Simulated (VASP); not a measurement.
# AlRu (Pm-3m) in VASP: a series of runs

Runs on AlRu. Level: PBE. Tasks: single point.

Program: VASP 6.6.1. These are calculated values, not measurements. Logs are shortened: lines on timing, memory, paths and dates and some standing lists are left out, and cuts for length are marked.

### 1 The cell of the first run

The structure is cubic, space group Pm-3m (No. 221). The conventional cell has a = 2.994 Å, b = 2.994 Å, c = 2.994 Å, α = 90.00°, β = 90.00°, γ = 90.00°. Ru (site symmetry m-3m) has 8 Al at 2.59 Å and 6 Ru at 2.99 Å within 3.4 Å. Within 3.4 Å of Al (site symmetry m-3m) lie 8 Ru at 2.59 Å and 6 Al at 2.99 Å.

### 2 Single point, PBE

INCAR

```
ALGO = Normal
EDIFF = 1E-6
ENCUT = 520
GGA = PE
ISIF = 2
ISMEAR = -1
LASPH = True
LCHARG = True
LELF = True
LREAL = False
LVHAR = True
LWAVE = False
NBANDS = 16
NELM = 80
PREC = Accurate
SIGMA = 0.05
```

KPOINTS

```
k-points
0
Gamma
  9 9 9
```

POSCAR

```
AlRu
1.0
    2.9941285064      0.0000000000      0.0000000000
    0.0000000000      2.9941285064      0.0000000000
    0.0000000000      0.0000000000      2.9941285064
Ru Al
1 1
Direct
    0.5000000000      0.5000000000      0.5000000000
    0.0000000000      0.0000000000      0.0000000000
```

Potentials or basis: VASP PAW PBE potentials, release 64 (Ru_pv, Al).

Run with:

```bash
> cat potpaw_PBE.64/Ru_pv/POTCAR potpaw_PBE.64/Al/POTCAR > POTCAR
> mpirun -np 1 vasp_std > vasp.out
```

OUTCAR:

```text
EDIFF = 1E-6
   ENCUT = 520
   GGA = PE
   ISIF = 2
   ISMEAR = -1
   LASPH = True
   LREAL = False
   NELM = 80
   PREC = Accurate

 ion  position               nearest neighbor table
   1  0.500  0.500  0.500-   2 2.59   2 2.59   2 2.59   2 2.59   2 2.59   2 2.59   2 2.59   2 2.59

   2  0.000  0.000  0.000-   1 2.59   1 2.59   1 2.59   1 2.59   1 2.59   1 2.59   1 2.59   1 2.59

  LATTYP: Found a simple cubic cell.
 ALAT       =     2.9941285064

  Lattice vectors:

 A1 = (   2.9941285064,   0.0000000000,   0.0000000000)
 A2 = (   0.0000000000,   2.9941285064,   0.0000000000)
 A3 = (   0.0000000000,   0.0000000000,   2.9941285064)

Analysis of symmetry for initial positions (statically):
=====================================================================
 Subroutine PRICEL returns:
 Original cell was already a primitive cell.

 Routine SETGRP: Setting up the symmetry group for a
 simple cubic supercell.

 Subroutine GETGRP returns: Found 48 space group operations
[... 9 lines left out ...]

 Routine SETGRP: Setting up the symmetry group for a
 simple cubic supercell.

 Subroutine GETGRP returns: Found 48 space group operations
[... 11 lines left out ...]
                                     Primitive cell

  volume of cell :      26.8418

  direct lattice vectors                    reciprocal lattice vectors
     2.994128506  0.000000000  0.000000000     0.333987001  0.000000000  0.000000000
     0.000000000  2.994128506  0.000000000     0.000000000  0.333987001  0.000000000
     0.000000000  0.000000000  2.994128506     0.000000000  0.000000000  0.333987001

  length of vectors
     2.994128506  2.994128506  2.994128506     0.333987001  0.333987001  0.333987001

  position of ions in fractional coordinates (direct lattice)
     0.500000000  0.500000000  0.500000000
     0.000000000  0.000000000  0.000000000

  ion indices of the primitive-cell ions
   primitive index   ion index
                 1           1
                 2           2

----------------------------------------------------------------------------------------

 KPOINTS: k-points

Automatic generation of k-mesh.
 Grid dimensions read from file:
 generate k-points for:    9    9    9

 Generating k-lattice:

  Cartesian coordinates                     Fractional coordinates (reciprocal lattice)
[... 49 lines left out ...]
   NGXF,Y,Z  is equivalent  to a cutoff of  26.65, 26.65, 26.65 a.u.
 SYSTEM =  unknown system
   PREC   = accura    normal or accurate (medium, high low for compatibility)
   ISTART =      0    job   : 0-new  1-cont  2-samecut
   ICHARG =      2    charge: 1-file 2-atom 10-const
   ISPIN  =      1    spin polarized calculation?
   LNONCOLLINEAR =      F non collinear calculations
   LSORBIT =      F    spin-orbit coupling
   LASPH  =      T    aspherical Exc in radial PAW
   ENCUT  =  520.0 eV  38.22 Ry    6.18 a.u.   5.57  5.57  5.57*2*pi/ulx,y,z
   NELM   =     80;   NELMIN=  2; NELMDL= -5     # of ELM steps
   EDIFF  = 0.1E-05   stopping-criterion for ELM
   LREAL  =      F    real-space projection
   EDIFFG = 0.1E-04   stopping-criterion for IOM
   NSW    =      0    number of steps for IOM
   IBRION =     -1    ionic relax: 0-MD 1-quasi-New 2-CG
   NFREE  =      0    steps in history (QN), initial steepest desc. (CG)
   ISIF   =      2    stress and relaxation
   ISYM   =      2    0-nonsym 1-usesym 2-fastsym
   POTIM  = 0.5000    time-step for ionic-motion
   TEBEG  =    0.0;   TEEND  =   0.0 temperature during run
   PSTRESS=    0.0 pullay stress
   NELECT =      17.0000    total number of electrons
   NUPDOWN=      -1.0000    fix difference up-down
   EMIN   =  10.00;   EMAX   =-10.00  energy-range for DOS
   EFERMI =   0.00;   METHOD = LEGACY
   ISMEAR =    -1;   SIGMA  =   0.05  broadening in eV -4-tet -1-fermi 0-gaus
   EFERMI_NEDOS =   21; number of points for ismear=-14 and -15
   IALGO  =     38    algorithm
   IMIX   =      4    mixing-type and parameters
     AMIX     =   0.40;   BMIX     =  1.00
     AMIX_MAG =   1.60;   BMIX_MAG =  1.00
  volume/ion in A,a.u.               =      13.42        90.57
  Fermi-wavevector in a.u.,A,eV,Ry     =   1.405899  2.656763 26.892612  1.976551
  Thomas-Fermi vector in A             =   2.528313
   LORBIT       =      0    0 simple, 1 ext, 2 COOP (PROOUT), +10 PAW based schemes
   GGA     = PE    functional components
   LHFCALC =     F    Hartree Fock is set to
   AEXX    =    0.0000 exact exchange contribution
   IVDW    =     0    specifies the selected vdW correction
   LEPSILON=     F    determine dielectric tensor
   LRPA    =     F    only Hartree local field effects (RPA)
 non-spin polarized calculation
  energy-cutoff  :      520.00
  volume of cell :       26.84
 maximum number of plane-waves:       739
 NGX is ok and might be reduce to    24
   NGX = 11   NGY = 11   NGZ = 11

 number of electron      16.9999995 magnetization

 Free energy of the ion-electron system (eV)
  ---------------------------------------------------
  ext. energy  EPLUGINS =         0.00000000
  ---------------------------------------------------
  free energy    TOTEN  =       -14.26129905 eV

  energy without entropy =      -14.24584177  energy(sigma->0) =      -14.25357041

 E-fermi :  10.5989     XC(G=0): -12.5556

 val. band max:       10.5985240427   @ k =   0.4444   0.1111   0.1111
 cond. band min:      10.6659106126   @ k =   0.1111   0.1111   0.0000
 fundamental gap:      0.0673865699
 Fermi energy:        10.5988839937

 k-point     1 :       0.0000    0.0000    0.0000
  band No.  band energies     occupation
      1     -31.1130      2.00000
      2     -31.1130      2.00000
      3     -31.1130      2.00000
      4       1.0214      2.00000
      5       7.1217      2.00000
      6       7.1217      2.00000
[... 433 lines left out ...]
      3     -31.1055      2.00000
      4       4.8532      2.00000
      5       6.9281      2.00000
      6       8.1660      2.00000
[... 8 lines left out ...]
     15      23.7064      0.00000
     16      24.2083      0.00000

 [... further k-points ...]
[... 5 lines left out ...]
  --------------------------------------------------------------------------------------
  -------------------------------------------------------------------------------------
  Total        0.3287359      0.3287359      0.3287359     -0.0000000     -0.0000000      0.0000000
  in kB       19.6221411     19.6221411     19.6221411     -0.0000000     -0.0000000      0.0000000
  external PRESSURE =      19.6221411 kB  Pullay stress =       0.0000000 kB

 VOLUME and BASIS-vectors are now :
 -----------------------------------------------------------------------------
  energy-cutoff  :      520.00
  volume of cell :       26.84
      direct lattice vectors                 reciprocal lattice vectors
     2.994128506  0.000000000  0.000000000     0.333987001  0.000000000  0.000000000
     0.000000000  2.994128506  0.000000000     0.000000000  0.333987001  0.000000000
     0.000000000  0.000000000  2.994128506     0.000000000  0.000000000  0.333987001

 POSITION                                       TOTAL-FORCE (eV/Angst)
 -----------------------------------------------------------------------------------
      1.49706      1.49706      1.49706         0.000000      0.000000      0.000000
      0.00000      0.00000      0.00000         0.000000      0.000000      0.000000
 -----------------------------------------------------------------------------------
    total drift:                                0.000000     -0.000000     -0.000000

  FREE ENERGIE OF THE ION-ELECTRON SYSTEM (eV)
  ---------------------------------------------------
  free  energy   TOTEN  =       -14.2612990455 eV

  energy  without entropy=      -14.2458417714  energy(sigma->0) =      -14.25357041
```

OSZICAR:

```text
N       E                     dE             d eps       ncg     rms          rms(c)
DAV:   1     0.117574714326E+03    0.11757E+03   -0.91913E+03  1144   0.984E+02
DAV:   2    -0.131174061099E+02   -0.13069E+03   -0.12472E+03  1336   0.293E+02
DAV:   3    -0.149434071703E+02   -0.18260E+01   -0.18214E+01  1504   0.365E+01
DAV:   4    -0.149566434761E+02   -0.13236E-01   -0.13228E-01  1320   0.326E+00
DAV:   5    -0.149568036859E+02   -0.16021E-03   -0.15999E-03  1424   0.341E-01    0.122E+01
DAV:   6    -0.143516480985E+02    0.60516E+00   -0.23236E+00  1248   0.166E+01    0.232E+00
DAV:   7    -0.142782536215E+02    0.73394E-01   -0.19055E-01  1184   0.486E+00    0.203E+00
DAV:   8    -0.142618010895E+02    0.16453E-01   -0.20014E-02  1360   0.128E+00    0.209E-01
DAV:   9    -0.142613079128E+02    0.49318E-03   -0.92156E-04  1312   0.300E-01    0.131E-01
DAV:  10    -0.142613006432E+02    0.72696E-05   -0.46046E-05  1320   0.714E-02    0.113E-02
DAV:  11    -0.142612996321E+02    0.10111E-05   -0.10823E-06  1184   0.779E-03    0.496E-03
DAV:  12    -0.142612990455E+02    0.58666E-06   -0.10750E-07   688   0.355E-03
   1 F= -.14261299E+02 E0= -.14253570E+02  d E =-.154573E-01
```

Wall time 6.4 s (1 thread of Intel Xeon Platinum 8488C (Sapphire Rapids), shared host); peak memory 0.14 GiB.

Results:

| Quantity | Value |
| --- | --- |
| Free energy | -14.2613 eV |
| Pressure | 2.0 GPa |

### 3 Single point, PBE

This run uses another cell than the first one, of 13.24 Å³/atom, 0.986 times its volume.

INCAR

```
PREC = Accurate ; ENCUT = 520
EDIFF = 1E-6 ; ISMEAR = -1
SIGMA = 0.05 ; LREAL = F
LASPH = T ; NELM = 60
ALGO = Fast ; ISIF = 2
LWAVE = F ; LCHARG = T
GGA = PE ; LELF = T
LVHAR = T ; NBANDS = 16
```

KPOINTS

```
regular mesh
0
Gamma
  9 9 9
```

POSCAR

```
AlRu
1.0
    2.9805586893      0.0000000000      0.0000000000
    0.0000000000      2.9805586893      0.0000000000
    0.0000000000      0.0000000000      2.9805586893
Ru Al
1 1
Direct
    0.5000000000      0.5000000000      0.5000000000
    0.0000000000      0.0000000000      0.0000000000
```

Potentials or basis: VASP PAW PBE potentials, release 64 (Ru_pv, Al).

Run with:

```bash
> cat potpaw_PBE.64/Ru_pv/POTCAR potpaw_PBE.64/Al/POTCAR > POTCAR
> mpirun -np 1 vasp_std > vasp.out
```

It took 8.3 s on 1 thread of Intel Xeon Platinum 8488C (Sapphire Rapids), shared host; peak memory 0.14 GiB.

The run converged. Its results:

| Quantity | Value |
| --- | --- |
| Free energy | -14.2534 eV |
| Pressure | 4.9 GPa |

Levels at points of the mesh, in eV from the Fermi level:
```
           k point  band 6  band 7  band 8  band 9  band 10  band 11  band 12  band 13
(0.00, 0.00, 0.00)   -3.55    0.24    0.24    0.24     6.21     6.21     6.21    11.12
```
